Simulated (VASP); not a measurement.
# KZnF3 (Pm-3m) in VASP: a series of runs

KZnF3 is run at these levels: PBE, LDA; tasks: single point.

Program: VASP 6.6.1. These are calculated values, not measurements. Logs are shortened: lines on timing, memory, paths and dates and some standing lists are left out, and cuts for length are marked.

### 1 The cell of the first run

The structure is cubic, space group Pm-3m (No. 221). Conventional cell: a = 3.995 Å, b = 3.995 Å, c = 3.995 Å, α = 90.00°, β = 90.00°, γ = 90.00°. Within 2.6 Å of Zn (site symmetry m-3m) lie 6 F at 2.00 Å. K (site symmetry m-3m) has 12 F at 2.83 Å and 8 Zn at 3.46 Å within 3.7 Å. Within 2.6 Å of F (site symmetry 4/mmm) lie 2 Zn at 2.00 Å.

### 2 Single point, PBE

File INCAR:

```
  PREC = Accurate
  ENCUT = 520
  EDIFF = 1E-6
  ISMEAR = -1
  SIGMA = 0.05
  LREAL = False
  LASPH = True
  NELM = 80
  ALGO = Normal
  ISIF = 2
  LWAVE = False
  LCHARG = True
  GGA = PE
  LELF = True
  LVHAR = True
  NBANDS = 29
```

File KPOINTS:

```
Automatic mesh
0
Gamma
  7 7 7
```

File POSCAR:

```
KZnF3
1.0
    3.9952635604      0.0000000000      0.0000000000
    0.0000000000      3.9952635604      0.0000000000
    0.0000000000      0.0000000000      3.9952635604
Zn K F
1 1 3
Direct
    0.5000000000      0.5000000000      0.5000000000
    0.0000000000      0.0000000000      0.0000000000
    0.5000000000      0.0000000000      0.5000000000
    0.0000000000      0.5000000000      0.5000000000
    0.5000000000      0.5000000000      0.0000000000
```

Potentials or basis: VASP PAW PBE potentials, release 64 (Zn, K_sv, F).

Command:

```sh
$ cat potpaw_PBE.64/Zn/POTCAR potpaw_PBE.64/K_sv/POTCAR potpaw_PBE.64/F/POTCAR > POTCAR
$ mpirun -np 1 vasp_std > vasp.out
```

OUTCAR:

```text
PREC = Accurate
   ENCUT = 520
   EDIFF = 1E-6
   ISMEAR = -1
   LREAL = False
   LASPH = True
   NELM = 80
   ISIF = 2
   GGA = PE

 ion  position               nearest neighbor table
   1  0.500  0.500  0.500-   3 2.00   4 2.00   5 2.00   5 2.00   3 2.00   4 2.00
   2  0.000  0.000  0.000-   3 2.83   4 2.83   5 2.83   3 2.83   4 2.83   4 2.83   5 2.83   4 2.83
                             3 2.83   5 2.83   3 2.83   5 2.83
   3  0.500  0.000  0.500-   1 2.00   1 2.00   2 2.83   2 2.83   2 2.83   2 2.83
   4  0.000  0.500  0.500-   1 2.00   1 2.00   2 2.83   2 2.83   2 2.83   2 2.83
   5  0.500  0.500  0.000-   1 2.00   1 2.00   2 2.83   2 2.83   2 2.83   2 2.83

  LATTYP: Found a simple cubic cell.
 ALAT       =     3.9952635604

  Lattice vectors:

 A1 = (   3.9952635604,   0.0000000000,   0.0000000000)
 A2 = (   0.0000000000,   3.9952635604,   0.0000000000)
 A3 = (   0.0000000000,   0.0000000000,   3.9952635604)

Analysis of symmetry for initial positions (statically):
=====================================================================
 Subroutine PRICEL returns:
 Original cell was already a primitive cell.

 Routine SETGRP: Setting up the symmetry group for a
 simple cubic supercell.

 Subroutine GETGRP returns: Found 48 space group operations
 (whereof 48 operations were pure point group operations)
 out of a pool of 48 trial point group operations.

The static configuration has the point symmetry O_h .

Analysis of symmetry for dynamics (positions and initial velocities):
=====================================================================
 Subroutine PRICEL returns:
 Original cell was already a primitive cell.

 Routine SETGRP: Setting up the symmetry group for a
 simple cubic supercell.

 Subroutine GETGRP returns: Found 48 space group operations
 (whereof 48 operations were pure point group operations)
 out of a pool of 48 trial point group operations.

The dynamic configuration has the point symmetry O_h .

 Subroutine INISYM returns: Found 48 space group operations
 (whereof 48 operations are pure point group operations),
 and found     1 'primitive' translations

----------------------------------------------------------------------------------------

                                     Primitive cell

  volume of cell :      63.7729

  direct lattice vectors                    reciprocal lattice vectors
     3.995263560  0.000000000  0.000000000     0.250296378  0.000000000  0.000000000
     0.000000000  3.995263560  0.000000000     0.000000000  0.250296378  0.000000000
     0.000000000  0.000000000  3.995263560     0.000000000  0.000000000  0.250296378

  length of vectors
     3.995263560  3.995263560  3.995263560     0.250296378  0.250296378  0.250296378

  position of ions in fractional coordinates (direct lattice)
     0.500000000  0.500000000  0.500000000
     0.000000000  0.000000000  0.000000000
     0.500000000  0.000000000  0.500000000
     0.000000000  0.500000000  0.500000000
     0.500000000  0.500000000  0.000000000

  ion indices of the primitive-cell ions
   primitive index   ion index
                 1           1
                 2           2
                 3           3
                 4           4
                 5           5

----------------------------------------------------------------------------------------

 KPOINTS: Automatic mesh

Automatic generation of k-mesh.
 Grid dimensions read from file:
 generate k-points for:    7    7    7

 Generating k-lattice:

  Cartesian coordinates                     Fractional coordinates (reciprocal lattice)
     0.035756625  0.000000000  0.000000000     0.142857143  0.000000000  0.000000000
     0.000000000  0.035756625  0.000000000     0.000000000  0.142857143  0.000000000
     0.000000000  0.000000000  0.035756625     0.000000000  0.000000000  0.142857143

  Length of vectors
     0.035756625  0.035756625  0.035756625

  Shift w.r.t. Gamma in fractional coordinates (k-lattice)
     0.000000000  0.000000000  0.000000000

 Subroutine IBZKPT returns following result:
 ===========================================

 Found     20 irreducible k-points:

 Following reciprocal coordinates:
            Coordinates               Weight
  0.000000  0.000000  0.000000      1.000000
  0.142857  0.000000  0.000000      6.000000
  0.285714  0.000000  0.000000      6.000000
  0.428571  0.000000  0.000000      6.000000
  0.142857  0.142857  0.000000     12.000000
  0.285714  0.142857  0.000000     24.000000
[... 12 lines left out ...]
  0.428571  0.428571  0.285714     24.000000
  0.428571  0.428571  0.428571      8.000000
   k-points           NKPTS =     20   k-points in BZ     NKDIM =     20   number of bands    NBANDS=     29
   number of dos      NEDOS =    301   number of ions     NIONS =      5
   total plane-waves  NPLWV =  27000
   dimension x,y,z NGX =    30 NGY =   30 NGZ =   30
   dimension x,y,z NGXF=    60 NGYF=   60 NGZF=   60
   ions per type =               1   1   3
   NGX,Y,Z   is equivalent  to a cutoff of  12.48, 12.48, 12.48 a.u.
   NGXF,Y,Z  is equivalent  to a cutoff of  24.97, 24.97, 24.97 a.u.
 SYSTEM =  unknown system
   PREC   = accura    normal or accurate (medium, high low for compatibility)
   ISTART =      0    job   : 0-new  1-cont  2-samecut
   ICHARG =      2    charge: 1-file 2-atom 10-const
   ISPIN  =      1    spin polarized calculation?
   LNONCOLLINEAR =      F non collinear calculations
   LSORBIT =      F    spin-orbit coupling
   LASPH  =      T    aspherical Exc in radial PAW
   ENCUT  =  520.0 eV  38.22 Ry    6.18 a.u.   7.43  7.43  7.43*2*pi/ulx,y,z
   NELM   =     80;   NELMIN=  2; NELMDL= -5     # of ELM steps
   EDIFF  = 0.1E-05   stopping-criterion for ELM
   LREAL  =      F    real-space projection
   EDIFFG = 0.1E-04   stopping-criterion for IOM
   NSW    =      0    number of steps for IOM
   IBRION =     -1    ionic relax: 0-MD 1-quasi-New 2-CG
   NFREE  =      0    steps in history (QN), initial steepest desc. (CG)
   ISIF   =      2    stress and relaxation
   ISYM   =      2    0-nonsym 1-usesym 2-fastsym
   POTIM  = 0.5000    time-step for ionic-motion
   TEBEG  =    0.0;   TEEND  =   0.0 temperature during run
   PSTRESS=    0.0 pullay stress
   NELECT =      42.0000    total number of electrons
   NUPDOWN=      -1.0000    fix difference up-down
   EMIN   =  10.00;   EMAX   =-10.00  energy-range for DOS
   EFERMI =   0.00;   METHOD = LEGACY
   ISMEAR =    -1;   SIGMA  =   0.05  broadening in eV -4-tet -1-fermi 0-gaus
   EFERMI_NEDOS =   21; number of points for ismear=-14 and -15
   IALGO  =     38    algorithm
   IMIX   =      4    mixing-type and parameters
     AMIX     =   0.40;   BMIX     =  1.00
     AMIX_MAG =   1.60;   BMIX_MAG =  1.00
  volume/ion in A,a.u.               =      12.75        86.07
  Fermi-wavevector in a.u.,A,eV,Ry     =   1.424336  2.691605 27.602594  2.028733
  Thomas-Fermi vector in A             =   2.544838
   LORBIT       =      0    0 simple, 1 ext, 2 COOP (PROOUT), +10 PAW based schemes
   GGA     = PE    functional components
   LHFCALC =     F    Hartree Fock is set to
   AEXX    =    0.0000 exact exchange contribution
   IVDW    =     0    specifies the selected vdW correction
   LEPSILON=     F    determine dielectric tensor
   LRPA    =     F    only Hartree local field effects (RPA)
 non-spin polarized calculation
  energy-cutoff  :      520.00
  volume of cell :       63.77
 maximum number of plane-waves:      1743
 NGX is ok and might be reduce to    30
   NGX = 15   NGY = 15   NGZ = 15

 number of electron      41.9999998 magnetization

 Free energy of the ion-electron system (eV)
  ---------------------------------------------------
  ext. energy  EPLUGINS =         0.00000000
  ---------------------------------------------------
  free energy    TOTEN  =       -20.14445337 eV

  energy without entropy =      -20.14445337  energy(sigma->0) =      -20.14445337

 E-fermi :   0.7351     XC(G=0): -10.0921

 val. band max:       -0.4381241120   @ k =   0.4286   0.4286   0.0000
 cond. band min:       3.5773585606   @ k =   0.0000   0.0000   0.0000
 fundamental gap:      4.0154826726
 Fermi energy:         0.7351080724

 k-point     1 :       0.0000    0.0000    0.0000
  band No.  band energies     occupation
      1     -27.5736      2.00000
      2     -22.2899      2.00000
      3     -21.6079      2.00000
      4     -21.6079      2.00000
      5     -11.0659      2.00000
      6     -11.0659      2.00000
[... 21 lines left out ...]
     28      10.5918      0.00000
     29      14.0764      0.00000

 k-point     2 :       0.1429    0.0000    0.0000
  band No.  band energies     occupation
      1     -27.5683      2.00000
      2     -22.2650      2.00000
      3     -21.6320      2.00000
      4     -21.6061      2.00000
      5     -11.0635      2.00000
      6     -11.0558      2.00000
[... 21 lines left out ...]
     28      10.6472      0.00000
     29      13.8915      0.00000

 k-point     3 :       0.2857    0.0000    0.0000
  band No.  band energies     occupation
      1     -27.5563      2.00000
      2     -22.2009      2.00000
      3     -21.6930      2.00000
      4     -21.6025      2.00000
      5     -11.0581      2.00000
      6     -11.0328      2.00000
[... 21 lines left out ...]
     28      10.7803      0.00000
     29      13.4853      0.00000

 k-point     4 :       0.4286    0.0000    0.0000
  band No.  band energies     occupation
      1     -27.5466      2.00000
      2     -22.1365      2.00000
      3     -21.7547      2.00000
      4     -21.5997      2.00000
      5     -11.0536      2.00000
      6     -11.0141      2.00000
[... 21 lines left out ...]
     28      11.4328      0.00000
     29      12.7883      0.00000

 k-point     5 :       0.1429    0.1429    0.0000
  band No.  band energies     occupation
      1     -27.5633      2.00000
      2     -22.2387      2.00000
      3     -21.6419      2.00000
      4     -21.6176      2.00000
      5     -11.0780      2.00000
      6     -11.0458      2.00000
[... 21 lines left out ...]
     28      10.6850      0.00000
     29      13.5557      0.00000
[... 382 lines left out ...]
     28      11.2294      0.00000
     29      13.2346      0.00000

 k-point    18 :       0.4286    0.2857    0.2857
  band No.  band energies     occupation
      1     -27.5244      2.00000
      2     -21.9262      2.00000
      3     -21.7620      2.00000
      4     -21.7026      2.00000
      5     -11.1656      2.00000
      6     -11.1563      2.00000
[... 21 lines left out ...]
     28      11.6310      0.00000
     29      12.6151      0.00000

 k-point    19 :       0.4286    0.4286    0.2857
  band No.  band energies     occupation
      1     -27.5189      2.00000
      2     -21.8485      2.00000
      3     -21.7650      2.00000
      4     -21.7433      2.00000
      5     -11.1989      2.00000
      6     -11.1947      2.00000
[... 21 lines left out ...]
     28      11.7617      0.00000
     29      12.7865      0.00000

 k-point    20 :       0.4286    0.4286    0.4286
  band No.  band energies     occupation
      1     -27.5141      2.00000
      2     -21.7983      2.00000
      3     -21.7586      2.00000
      4     -21.7586      2.00000
      5     -11.2350      2.00000
      6     -11.2350      2.00000
[... 21 lines left out ...]
     28      11.7934      0.00000
     29      13.1738      0.00000

------------------------ aborting loop because EDIFF is reached ----------------------------------------

  FORCE on cell =-STRESS in cart. coord.  units (eV):
  Direction    XX          YY          ZZ          XY          YZ          ZX
  --------------------------------------------------------------------------------------
  -------------------------------------------------------------------------------------
  Total        3.6382374      3.6382374      3.6382374      0.0000000     -0.0000000      0.0000000
  in kB       91.4040240     91.4040240     91.4040240      0.0000000     -0.0000000      0.0000000
  external PRESSURE =      91.4040240 kB  Pullay stress =       0.0000000 kB

 VOLUME and BASIS-vectors are now :
 -----------------------------------------------------------------------------
  energy-cutoff  :      520.00
  volume of cell :       63.77
      direct lattice vectors                 reciprocal lattice vectors
     3.995263560  0.000000000  0.000000000     0.250296378  0.000000000  0.000000000
     0.000000000  3.995263560  0.000000000     0.000000000  0.250296378  0.000000000
     0.000000000  0.000000000  3.995263560     0.000000000  0.000000000  0.250296378

 POSITION                                       TOTAL-FORCE (eV/Angst)
 -----------------------------------------------------------------------------------
      1.99763      1.99763      1.99763         0.000000      0.000000      0.000000
      0.00000      0.00000      0.00000         0.000000      0.000000      0.000000
      1.99763      0.00000      1.99763         0.000000      0.000000      0.000000
      0.00000      1.99763      1.99763         0.000000      0.000000      0.000000
      1.99763      1.99763      0.00000         0.000000      0.000000      0.000000
 -----------------------------------------------------------------------------------
    total drift:                                0.000000      0.000000     -0.000000

  FREE ENERGIE OF THE ION-ELECTRON SYSTEM (eV)
  ---------------------------------------------------
  free  energy   TOTEN  =       -20.1444533685 eV

  energy  without entropy=      -20.1444533684  energy(sigma->0) =      -20.14445337
```

Wall time 67 s (1 thread of Intel Xeon 8259CL, shared host); peak memory 0.19 GiB.

Results:

```yaml
Free_energy: -20.1445 eV
Pressure: 9.1 GPa
Band_gap_on_the_k_mesh: 4.02 eV (least direct gap 6.00 eV)
```

Levels at points of the mesh, in eV from the valence-band top:
```tsv
k point	band 17	band 18	band 19	band 20	band 21	band 22	band 23	band 24	band 25	band 26
(0.00, 0.00, 0.00)	-2.23	-2.23	-1.98	-1.98	-1.98	4.02	8.63	8.63	9.62	11.03
```

Caveat: the cell stands under pressure; an odd mesh through Γ misses points on the zone boundary, where band edges can lie. A hybrid or GW would open this gap; PBE tends to underestimate it.

### 3 Single point, LDA

This run uses another cell than the first one, of 13.02 Å³/atom.

File INCAR:

```
ALGO = Normal ; EDIFF = 1E-6
ENCUT = 520 ; GGA = CA
ISIF = 2 ; ISMEAR = -1
LASPH = T ; LCHARG = F
LREAL = F ; LWAVE = F
NBANDS = 29 ; NELM = 100
PREC = Accurate ; SIGMA = 0.05
```

File KPOINTS:

```
k-points
0
Gamma
  7 7 7
```

POSCAR: that of step 2 with these lines changed.

```diff
@@ -2,5 +2,5 @@
 1.0
-    3.9952635604      0.0000000000      0.0000000000
-    0.0000000000      3.9952635604      0.0000000000
-    0.0000000000      0.0000000000      3.9952635604
+    4.0228179729      0.0000000000      0.0000000000
+    0.0000000000      4.0228179729      0.0000000000
+    0.0000000000      0.0000000000      4.0228179729
 Zn K F
```

Potentials or basis: VASP PAW LDA potentials, release 64 (Zn, K_sv, F).

Command:

```sh
$ cat potpaw_LDA.64/Zn/POTCAR potpaw_LDA.64/K_sv/POTCAR potpaw_LDA.64/F/POTCAR > POTCAR
$ mpirun -np 1 vasp_std > vasp.out
```

Wall time 58 s (1 thread of Intel Xeon 8259CL, shared host); peak memory 0.17 GiB.

The run converged. Its results:

- Free energy: -23.0917 eV
- Pressure: -2.7 GPa
- Band gap on the k mesh: 3.76 eV (least direct gap 5.57 eV)

Levels at points of the mesh, in eV from the valence-band top:
| k point | band 19 | band 20 | band 21 | band 22 | band 23 | band 24 |
| --- | --- | --- | --- | --- | --- | --- |
| (0.00, 0.00, 0.00) | -1.80 | -1.80 | -1.80 | 3.76 | 8.50 | 8.50 |

Caveat: an odd mesh through Γ misses points on the zone boundary, where band edges can lie. As with any semilocal functional, this LDA gap is likely too small.
